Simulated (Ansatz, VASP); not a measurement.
# Two plane-wave programs on Ga3Se

The input INCAR:

```
ALGO     = Normal         # electronic algorithm
EDIFF    = 1E-7           # SCF threshold, eV
ENCUT    = 520            # plane-wave cutoff, eV
GGA      = PE             # functional
ISIF     = 2              # what is computed and relaxed
ISMEAR   = 0              # smearing method
LASPH    = T              # aspherical terms in the spheres
LCHARG   = T              # write CHGCAR
LELF     = T              # ELF
LREAL    = F              # projectors in reciprocal space
LVHAR    = T            
LWAVE    = F              # write WAVECAR
NBANDS   = 30             # bands
NELM     = 80             # most SCF steps
PREC     = Accurate       # precision mode
SIGMA    = 0.4            # smearing width, eV
```

KPOINTS

```
k-points
0
Gamma
  5 5 5
```

File POSCAR:

```
Ga3Se
1.0
    4.4324650000      0.0000000000      0.0000000000
    0.0000000000      4.4324650000      0.0000000000
    0.0000000000      0.0000000000      4.4324650000
Ga Se
3 1
Direct
    0.0000000000      0.5000000000      0.5000000000
    0.5000000000      0.0000000000      0.5000000000
    0.5000000000      0.5000000000      0.0000000000
    0.0000000000      0.0000000000      0.0000000000
```

Input for Ansatz:

```yaml
crystal:
  lattice:
    - [4.432465, 0.0, 0.0]
    - [0.0, 4.432465, 0.0]
    - [0.0, 0.0, 4.432465]
  atoms:
    - { symbol: Ga, position: [0.0, 0.5, 0.5] }
    - { symbol: Ga, position: [0.5, 0.0, 0.5] }
    - { symbol: Ga, position: [0.5, 0.5, 0.0] }
    - { symbol: Se, position: [0.0, 0.0, 0.0] }
basis:
  ecutwfc: 420
kpoints:
  mp_grid: { grid: [5, 5, 5] }
hamiltonian:
  xc: pbe
scf:
  occupations: { method: gaussian, width: 0.4 }
output:
  forces: true
  stress: true
  eigenvalues: true
```

Alike in both runs: task single point; functional PBE; k mesh 5 × 5 × 5; occupations gaussian, width 0.4 eV; no spin polarisation.

|  | VASP | Ansatz |
| --- | --- | --- |
| version | VASP 6.6.1 | Ansatz 0.2.0 |
| potentials or method | VASP PAW PBE potentials, release 64 (Ga_d, Se), cutoff 520 eV | scalar-relativistic, plane waves, PAW |
| valence electrons in the cell | 45 | 55 |

VASP gave:

```
gap on the k mesh at the Fermi level (eV) : none
pressure (GPa)                            : -0.1
```

Q: What did Ansatz give for the same quantities?

A: gap on the k mesh at the Fermi level (eV): none; pressure (GPa): -0.2.

A gap of «none» marks a metal or a gap that the smearing closes. With one functional, cell and mesh, what is left measures potentials, basis and numerics. VASP's potentials hold 45 valence electrons a cell and Ansatz's 55, so a difference there can come from the potentials and not from the codes.
